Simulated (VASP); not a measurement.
# Se (P-6m2) in VASP: notebook

Runs on Se. Level: PBE. Tasks: single point, relaxation of cell and atoms.

Everything below comes from runs of VASP 6.6.1. Logs are shortened: lines on timing, memory, paths and dates and some standing lists are left out, and cuts for length are marked.

### Step 1. The cell of the first run

It takes space group P-6m2 (No. 187, hexagonal). Conventional cell: a = 3.332 Å, b = 3.332 Å, c = 5.253 Å, α = 90.00°, β = 90.00°, γ = 120.00°. Within 3.1 Å of Se (site symmetry 3m) lie 5 Se at 2.36 to 2.89 Å. Within 3.2 Å of Se (site symmetry -6m2) lie 6 Se at 2.41 Å.

### Step 2. Single point, PBE

INCAR

```
SYSTEM = Se
PREC     = Accurate       ! precision mode
ENCUT    = 520            ! plane-wave cutoff, eV
EDIFF    = 1E-7           ! SCF threshold, eV
ISMEAR   = 0              ! smearing method
SIGMA    = 0.1            ! smearing width, eV
LREAL    = .FALSE.        ! projectors in reciprocal space
LASPH    = .TRUE.         ! aspherical terms in the spheres
NELM     = 100            ! most SCF steps
ALGO     = Normal         ! electronic algorithm
ISIF     = 2              ! what is computed and relaxed
LWAVE    = .FALSE.        ! write WAVECAR
LCHARG   = .FALSE.        ! write CHGCAR
GGA      = PE             ! functional
NBANDS   = 16             ! bands
```

KPOINTS

```
Automatic mesh
0
G
  6 6 4
  0 0 0
```

POSCAR

```
Se
1.0
    3.3324329200      0.0000000000      0.0000000000
   -1.6662164600      2.8859715700      0.0000000000
    0.0000000000      0.0000000000      5.2531886300
Se
3
Direct
    0.6666666700      0.3333333300      0.7249647000
    0.6666666700      0.3333333300      0.2750353000
    0.0000000000      0.0000000000      0.0000000000
```

Potentials or basis: VASP PAW PBE potentials, release 64 (Se).

The run is started by

```sh
$ cat potpaw_PBE.64/Se/POTCAR > POTCAR
$ mpirun -np 1 vasp_std > vasp.out
```

OUTCAR:

```text
SYSTEM = Se
   PREC = Accurate
   ENCUT = 520
   EDIFF = 1E-7
   ISMEAR = 0
   LREAL = .FALSE.
   LASPH = .TRUE.
   NELM = 100
   ISIF = 2
   GGA = PE

 ion  position               nearest neighbor table
   1  0.667  0.333  0.725-   2 2.36   3 2.41   3 2.41   3 2.41
   2  0.667  0.333  0.275-   1 2.36   3 2.41   3 2.41   3 2.41
   3  0.000  0.000  0.000-   1 2.41   2 2.41   1 2.41   2 2.41   1 2.41   2 2.41

  LATTYP: Found a hexagonal cell.
 ALAT       =     3.3324329200
 C/A-ratio  =     1.5763824077

  Lattice vectors:

 A1 = (   3.3324329200,   0.0000000000,   0.0000000000)
 A2 = (  -1.6662164600,   2.8859715700,   0.0000000000)
 A3 = (   0.0000000000,   0.0000000000,   5.2531886300)

Analysis of symmetry for initial positions (statically):
=====================================================================
 Subroutine PRICEL returns:
 Original cell was already a primitive cell.

 Routine SETGRP: Setting up the symmetry group for a
 hexagonal supercell.

 Subroutine GETGRP returns: Found 12 space group operations
 (whereof 12 operations were pure point group operations)
 out of a pool of 24 trial point group operations.

The static configuration has the point symmetry D_3h.

Analysis of symmetry for dynamics (positions and initial velocities):
=====================================================================
 Subroutine PRICEL returns:
 Original cell was already a primitive cell.

 Routine SETGRP: Setting up the symmetry group for a
 hexagonal supercell.

 Subroutine GETGRP returns: Found 12 space group operations
 (whereof 12 operations were pure point group operations)
 out of a pool of 24 trial point group operations.

The dynamic configuration has the point symmetry D_3h.

 Subroutine INISYM returns: Found 12 space group operations
 (whereof 12 operations are pure point group operations),
 and found     1 'primitive' translations

----------------------------------------------------------------------------------------

                                     Primitive cell

  volume of cell :      50.5215

  direct lattice vectors                    reciprocal lattice vectors
     3.332432920  0.000000000  0.000000000     0.300081059  0.173251880  0.000000000
    -1.666216460  2.885971570  0.000000000     0.000000000  0.346503760  0.000000000
     0.000000000  0.000000000  5.253188630     0.000000000  0.000000000  0.190360573

  length of vectors
     3.332432920  3.332432924  5.253188630     0.346503760  0.346503760  0.190360573

  position of ions in fractional coordinates (direct lattice)
     0.666666670  0.333333330  0.724964700
     0.666666670  0.333333330  0.275035300
     0.000000000  0.000000000  0.000000000

  ion indices of the primitive-cell ions
   primitive index   ion index
                 1           1
                 2           2
                 3           3

----------------------------------------------------------------------------------------

 KPOINTS: Automatic mesh

Automatic generation of k-mesh.
 Grid dimensions read from file:
 generate k-points for:    6    6    4

 Generating k-lattice:

  Cartesian coordinates                     Fractional coordinates (reciprocal lattice)
     0.050013510  0.028875313  0.000000000     0.166666667  0.000000000  0.000000000
     0.000000000  0.057750627  0.000000000     0.000000000  0.166666667  0.000000000
     0.000000000  0.000000000  0.047590143     0.000000000  0.000000000  0.250000000

  Length of vectors
     0.057750627  0.057750627  0.047590143

  Shift w.r.t. Gamma in fractional coordinates (k-lattice)
     0.000000000  0.000000000  0.000000000

 Subroutine IBZKPT returns following result:
 ===========================================

 Found     21 irreducible k-points:

 Following reciprocal coordinates:
            Coordinates               Weight
  0.000000  0.000000  0.000000      1.000000
  0.166667 -0.000000  0.000000      6.000000
  0.333333 -0.000000  0.000000      6.000000
  0.500000 -0.000000  0.000000      3.000000
  0.166667  0.166667  0.000000      6.000000
  0.333333  0.166667  0.000000     12.000000
[... 13 lines left out ...]
  0.333333  0.166667  0.500000     12.000000
  0.333333  0.333333  0.500000      2.000000
   k-points           NKPTS =     21   k-points in BZ     NKDIM =     21   number of bands    NBANDS=     16
   number of dos      NEDOS =    301   number of ions     NIONS =      3
   total plane-waves  NPLWV =  31360
   dimension x,y,z NGX =    28 NGY =   28 NGZ =   40
   dimension x,y,z NGXF=    56 NGYF=   56 NGZF=   80
   ions per type =               3
   NGX,Y,Z   is equivalent  to a cutoff of  13.97, 13.97, 12.66 a.u.
   NGXF,Y,Z  is equivalent  to a cutoff of  27.94, 27.94, 25.32 a.u.
 SYSTEM =  Se
   PREC   = accura    normal or accurate (medium, high low for compatibility)
   ISTART =      0    job   : 0-new  1-cont  2-samecut
   ICHARG =      2    charge: 1-file 2-atom 10-const
   ISPIN  =      1    spin polarized calculation?
   LNONCOLLINEAR =      F non collinear calculations
   LSORBIT =      F    spin-orbit coupling
   LASPH  =      T    aspherical Exc in radial PAW
   ENCUT  =  520.0 eV  38.22 Ry    6.18 a.u.   6.20  6.20  9.77*2*pi/ulx,y,z
   NELM   =    100;   NELMIN=  2; NELMDL= -5     # of ELM steps
   EDIFF  = 0.1E-06   stopping-criterion for ELM
   LREAL  =      F    real-space projection
   EDIFFG = 0.1E-05   stopping-criterion for IOM
   NSW    =      0    number of steps for IOM
   IBRION =     -1    ionic relax: 0-MD 1-quasi-New 2-CG
   NFREE  =      0    steps in history (QN), initial steepest desc. (CG)
   ISIF   =      2    stress and relaxation
   ISYM   =      2    0-nonsym 1-usesym 2-fastsym
   POTIM  = 0.5000    time-step for ionic-motion
   TEBEG  =    0.0;   TEEND  =   0.0 temperature during run
   PSTRESS=    0.0 pullay stress
   NELECT =      18.0000    total number of electrons
   NUPDOWN=      -1.0000    fix difference up-down
   EMIN   =  10.00;   EMAX   =-10.00  energy-range for DOS
   EFERMI =   0.00;   METHOD = LEGACY
   ISMEAR =     0;   SIGMA  =   0.10  broadening in eV -4-tet -1-fermi 0-gaus
   EFERMI_NEDOS =   21; number of points for ismear=-14 and -15
   IALGO  =     38    algorithm
   IMIX   =      4    mixing-type and parameters
     AMIX     =   0.40;   BMIX     =  1.00
     AMIX_MAG =   1.60;   BMIX_MAG =  1.00
  volume/ion in A,a.u.               =      16.84       113.65
  Fermi-wavevector in a.u.,A,eV,Ry     =   1.160576  2.193170 18.326180  1.346936
  Thomas-Fermi vector in A             =   2.297157
   LORBIT       =      0    0 simple, 1 ext, 2 COOP (PROOUT), +10 PAW based schemes
   GGA     = PE    functional components
   LHFCALC =     F    Hartree Fock is set to
   AEXX    =    0.0000 exact exchange contribution
   IVDW    =     0    specifies the selected vdW correction
   LEPSILON=     F    determine dielectric tensor
   LRPA    =     F    only Hartree local field effects (RPA)
 non-spin polarized calculation
 Gauss-broadening in eV      SIGMA  =   0.10
  energy-cutoff  :      520.00
  volume of cell :       50.52
 maximum number of plane-waves:      1387
 NGX is ok and might be reduce to    28
   NGX = 13   NGY = 13   NGZ = 19

 number of electron      17.9999999 magnetization

 Free energy of the ion-electron system (eV)
  ---------------------------------------------------
  ext. energy  EPLUGINS =         0.00000000
  ---------------------------------------------------
  free energy    TOTEN  =        -5.80944965 eV

  energy without entropy =       -5.80812932  energy(sigma->0) =       -5.80878949

 E-fermi :   8.7133     XC(G=0): -11.1832

 val. band max:        8.5443502662   @ k =   0.0000   0.0000   0.0000
 cond. band min:       8.7599751677   @ k =   0.3333   0.3333   0.2500
 fundamental gap:      0.2156249015
 Fermi energy:         8.7132583333

 k-point     1 :       0.0000    0.0000    0.0000
  band No.  band energies     occupation
      1     -11.6418      2.00000
      2      -6.3750      2.00000
      3      -4.4359      2.00000
      4       4.0499      2.00000
      5       4.0499      2.00000
      6       5.0972      2.00000
[... 8 lines left out ...]
     15      15.5975      0.00000
     16      15.5975      0.00000

 k-point     2 :       0.1667   -0.0000    0.0000
  band No.  band energies     occupation
      1     -11.2165      2.00000
      2      -5.9907      2.00000
      3      -4.4082      2.00000
      4       1.0614      2.00000
      5       3.2872      2.00000
      6       5.2431      2.00000
[... 8 lines left out ...]
     15      15.6911      0.00000
     16      17.2243      0.00000

 k-point     3 :       0.3333   -0.0000    0.0000
  band No.  band energies     occupation
      1     -10.0146      2.00000
      2      -5.1553      2.00000
      3      -4.9750      2.00000
      4      -0.9270      2.00000
      5       2.2178      2.00000
      6       2.2723      2.00000
[... 8 lines left out ...]
     15      17.6432      0.00000
     16      17.7220      0.00000

 k-point     4 :       0.5000   -0.0000    0.0000
  band No.  band energies     occupation
      1      -8.8321      2.00000
      2      -6.5129      2.00000
      3      -4.1925      2.00000
      4      -1.0554      2.00000
      5       0.6987      2.00000
      6       1.8832      2.00000
[... 8 lines left out ...]
     15      18.4525      0.00000
     16      19.5284      0.00000
[... 267 lines left out ...]
 k-point    19 :       0.1667    0.1667    0.5000
  band No.  band energies     occupation
      1      -9.9987      2.00000
      2      -7.3878      2.00000
      3      -3.0489      2.00000
      4       1.2860      2.00000
      5       1.8627      2.00000
      6       3.3912      2.00000
[... 8 lines left out ...]
     15      15.8355      0.00000
     16      18.0805      0.00000

 k-point    20 :       0.3333    0.1667    0.5000
  band No.  band energies     occupation
      1      -8.5128      2.00000
      2      -6.5843      2.00000
      3      -5.3735      2.00000
      4       0.0891      2.00000
      5       0.5523      2.00000
      6       3.7392      2.00000
[... 8 lines left out ...]
     15      15.9813      0.00000
     16      19.3749      0.00000

 k-point    21 :       0.3333    0.3333    0.5000
  band No.  band energies     occupation
      1      -7.2446      2.00000
      2      -6.6438      2.00000
      3      -6.2675      2.00000
      4      -0.5728      2.00000
      5       0.0214      2.00000
      6       2.6191      2.00000
[... 8 lines left out ...]
     15      16.9098      0.00000
     16      17.2414      0.00000

------------------------ aborting loop because EDIFF is reached ----------------------------------------

  FORCE on cell =-STRESS in cart. coord.  units (eV):
  Direction    XX          YY          ZZ          XY          YZ          ZX
  --------------------------------------------------------------------------------------
  -------------------------------------------------------------------------------------
  Total       15.0266206     15.0266206     25.4677662     -0.0000000     -0.0000000      0.0000000
  in kB      476.5357010    476.5357026    807.6533093     -0.0000000     -0.0000000      0.0000000
  external PRESSURE =     586.9082376 kB  Pullay stress =       0.0000000 kB

 VOLUME and BASIS-vectors are now :
 -----------------------------------------------------------------------------
  energy-cutoff  :      520.00
  volume of cell :       50.52
      direct lattice vectors                 reciprocal lattice vectors
     3.332432920  0.000000000  0.000000000     0.300081059  0.173251880  0.000000000
    -1.666216460  2.885971570  0.000000000     0.000000000  0.346503760  0.000000000
     0.000000000  0.000000000  5.253188630     0.000000000  0.000000000  0.190360573

 POSITION                                       TOTAL-FORCE (eV/Angst)
 -----------------------------------------------------------------------------------
      1.66622      0.96199      3.80838        -0.000000      0.000000     -4.111470
      1.66622      0.96199      1.44481        -0.000000      0.000000      4.111470
      0.00000      0.00000      0.00000         0.000000      0.000000      0.000000
 -----------------------------------------------------------------------------------
    total drift:                               -0.000012      0.000007     -0.000000

  FREE ENERGIE OF THE ION-ELECTRON SYSTEM (eV)
  ---------------------------------------------------
  free  energy   TOTEN  =        -5.8094496537 eV

  energy  without entropy=       -5.8081293242  energy(sigma->0) =       -5.80878949
```

It took 8.8 s on 1 thread of Intel Xeon 6975P-C (Granite Rapids), shared host; peak memory 0.17 GiB.

Results:

```
Free energy            : -5.8094 eV
Pressure               : 58.7 GPa
Largest force          : 4.111 eV/Å
Band gap on the k mesh : zero (band 9 reaches 8.96 eV, above the bottom of band 10 at 8.33 eV)
```

Forces in eV/Å, atoms in the order of the input:
```
Se   0.000  0.000 -4.111
Se   0.000  0.000  4.111
Se   0.000  0.000  0.000
```

Levels at points of the mesh, in eV from the Fermi level:
| k point | band 7 | band 8 | band 9 | band 10 | band 11 | band 12 |
| --- | --- | --- | --- | --- | --- | --- |
| (0.00, 0.00, 0.00) | -1.11 | -0.31 | -0.31 | -0.17 | -0.17 | 3.79 |
| (0.50, 0.00, 0.00) | -4.88 | -1.71 | -1.30 | 1.13 | 1.37 | 3.39 |
| (0.00, 0.00, 0.50) | -1.67 | -1.67 | -1.21 | 0.58 | 0.58 | 1.64 |
| (0.50, 0.00, 0.50) | -4.71 | -3.21 | -1.92 | -0.38 | 0.92 | 3.69 |

Caveat: the k points lie up to 0.36 Å⁻¹ apart; forces of over 1 eV/Å act on the atoms, so gaps and moduli don't describe the material at rest.

### Step 3. Single point, PBE

This run uses another cell than the first one, of 25.55 Å³/atom, 1.517 times its volume.

INCAR

```
SYSTEM = Se
PREC = Accurate
ENCUT = 520
EDIFF = 1E-6
ISMEAR = 0
SIGMA = 0.1
LREAL = .False.
LASPH = .True.
NELM = 100
ALGO = Normal
ISIF = 2
LWAVE = .False.
LCHARG = .True.
GGA = PE
LELF = .True.
LVHAR = .True.
NBANDS = 16
```

KPOINTS

```
Automatic mesh
0
Gamma
  6 6 4
  0 0 0
```

POSCAR

```
Se
1.0
    3.8231310433      0.0000000000      0.0000000000
   -1.9115655217      3.3109286055      0.0000000000
    0.0000000000      0.0000000000      6.0563166466
Se
3
Direct
    0.6666666667      0.3333333333      0.6959068697
    0.6666666667      0.3333333333      0.3040931303
    0.0000000000      0.0000000000      0.0000000000
```

Potentials or basis: VASP PAW PBE potentials, release 64 (Se).

The run is started by

```sh
$ cat potpaw_PBE.64/Se/POTCAR > POTCAR
$ mpirun -np 1 vasp_std > vasp.out
```

Run time: 11 s. Hardware: 1 thread of Intel Xeon 6975P-C (Granite Rapids), shared host; peak memory 0.18 GiB.

Results (log left out):

```
Free energy            : -9.4901 eV
Pressure               : 0.3 GPa
Largest force          : 0.020 eV/Å
Band gap on the k mesh : zero (band 9 reaches 3.69 eV, above the bottom of band 10 at 3.13 eV)
```

Forces in eV/Å, atoms in the order of the input:
```
Se   0.000  0.000  0.020
Se   0.000  0.000 -0.020
Se   0.000  0.000  0.000
```

Stress tensor (GPa, compression positive):
```
0.25 0.00 0.00
0.00 0.25 0.00
0.00 0.00 0.33
```

Levels at points of the mesh, in eV from the Fermi level:
```csv
k point,band 5,band 6,band 7,band 8,band 9,band 10,band 11,band 12,band 13,band 14
"(0.00, 0.00, 0.00)",-2.52,-2.52,-1.65,-0.21,-0.21,0.17,0.17,3.42,4.21,6.87
"(0.50, 0.00, 0.00)",-4.50,-3.82,-3.70,-0.56,-0.41,0.12,1.05,2.98,4.75,7.61
"(0.00, 0.00, 0.50)",-1.94,-1.94,-1.58,-1.58,0.24,0.96,0.96,1.09,5.64,7.66
"(0.50, 0.00, 0.50)",-4.00,-3.99,-3.17,-2.31,-0.97,-0.29,1.87,2.47,5.41,7.68
```

### Step 4. Relaxation of cell and atoms, PBE

INCAR

```
SYSTEM = Se
ALGO     = Normal         ! electronic algorithm
EDIFF    = 1E-6           ! SCF threshold, eV
EDIFFG   = -0.04          ! ionic threshold
ENCUT    = 600            ! plane-wave cutoff, eV
GGA      = PE             ! functional
IBRION   = 2              ! ionic algorithm
ISIF     = 3              ! what is computed and relaxed
ISMEAR   = 0              ! smearing method
LASPH    = .True.         ! aspherical terms in the spheres
LCHARG   = .False.        ! write CHGCAR
LREAL    = .False.        ! projectors in reciprocal space
LWAVE    = .False.        ! write WAVECAR
NELM     = 60             ! most SCF steps
NSW      = 90             ! ionic steps
PREC     = Accurate       ! precision mode
SIGMA    = 0.1            ! smearing width, eV
```

KPOINTS

```
k-points
0
Gamma
  6 6 4
  0 0 0
```

POSCAR

```
Se
1.0
    3.3324329200      0.0000000000      0.0000000000
   -1.6662164600      2.8859715700      0.0000000000
    0.0000000000      0.0000000000      5.2531886300
Se
3
Direct
    0.6666666700      0.3333333300      0.7249647000
    0.6666666700      0.3333333300      0.2750353000
    0.0000000000      0.0000000000      0.0000000000
```

The run is started by

```sh
$ cat potpaw_PBE.64/Se/POTCAR > POTCAR
$ mpirun -np 1 vasp_std > vasp.out
```

Wall time 61 s (1 thread of Intel Xeon 6975P-C (Granite Rapids), shared host); peak memory 0.18 GiB.

It converged, with:

```yaml
Free_energy: -9.4889 eV
Relaxed_volume: 25.67 Å³/atom
Relaxed_cell: a = 3.831 Å, b = 3.831 Å, c = 6.057 Å, α = 90.00°, β = 90.00°, γ = 120.00°
Space_group_after_relaxing_to_0.05_Å: P-6m2 (No. 187)
Energy_gained_by_relaxing: 1226.3 meV/atom
Ionic_steps: 12
Pressure_after_relaxing: 0.1 GPa
Largest_force_after_relaxing: 0.007 eV/Å
Band_gap_on_the_k_mesh: zero (band 9 reaches 3.64 eV, above the bottom of band 10 at 3.09 eV)
```

Forces in eV/Å, atoms in the order of the input:
```
Se   0.000  0.000 -0.007
Se   0.000  0.000  0.007
Se   0.000  0.000  0.000
```

Step by step:
| step | energy change (eV) | largest force (eV/Å) | pressure (GPa) | volume (Å³) |
| --- | --- | --- | --- | --- |
| 1 | 0.0000 | 4.1110 | 58.69 | 50.52 |
| 2 | -1.8808 | 0.7689 | -9.19 | 109.78 |
| 3 | -3.6111 | 0.3480 | -1.57 | 75.53 |
| 4 | -3.6197 | 0.3674 | -0.71 | 74.43 |
| 5 | -3.6216 | 0.3900 | 0.08 | 73.50 |
| 6 | -3.6520 | 0.2716 | 0.80 | 73.68 |
| 7 | -3.6628 | 0.0407 | 1.65 | 73.83 |
| 8 | -3.6774 | 0.0639 | 0.32 | 76.34 |
| 9 | -3.6778 | 0.0824 | 0.08 | 76.86 |
| 10 | -3.6784 | 0.0450 | -0.01 | 76.97 |
| 11 | -3.6787 | 0.0049 | -0.14 | 77.12 |
| 12 | -3.6790 | 0.0073 | 0.06 | 77.00 |

Final structure:
```
CELL_PARAMETERS angstrom
3.83115 0.00000 0.00000
-1.91558 3.31787 0.00000
0.00000 0.00000 6.05735
ATOMIC_POSITIONS crystal
Se 0.66667 0.33333 0.69629
Se 0.66667 0.33333 0.30371
Se 0.00000 0.00000 0.00000
```

Levels at points of the mesh, in eV from the Fermi level:
```tsv
k point	band 5	band 6	band 7	band 8	band 9	band 10	band 11	band 12	band 13
(0.00, 0.00, 0.00)	-2.52	-2.52	-1.65	-0.21	-0.21	0.16	0.16	3.40	4.22
(0.50, 0.00, 0.00)	-4.48	-3.79	-3.70	-0.56	-0.40	0.12	1.06	2.97	4.77
(0.00, 0.00, 0.50)	-1.95	-1.95	-1.57	-1.57	0.23	0.96	0.96	1.07	5.66
(0.50, 0.00, 0.50)	-3.97	-3.97	-3.17	-2.29	-0.96	-0.28	1.87	2.46	5.43
```

Caveat: the k points lie up to 0.32 Å⁻¹ apart in the final cell; the volume moved by over 15 % at a fixed basis, so the end points are rough.

[end of part 1 of 2]
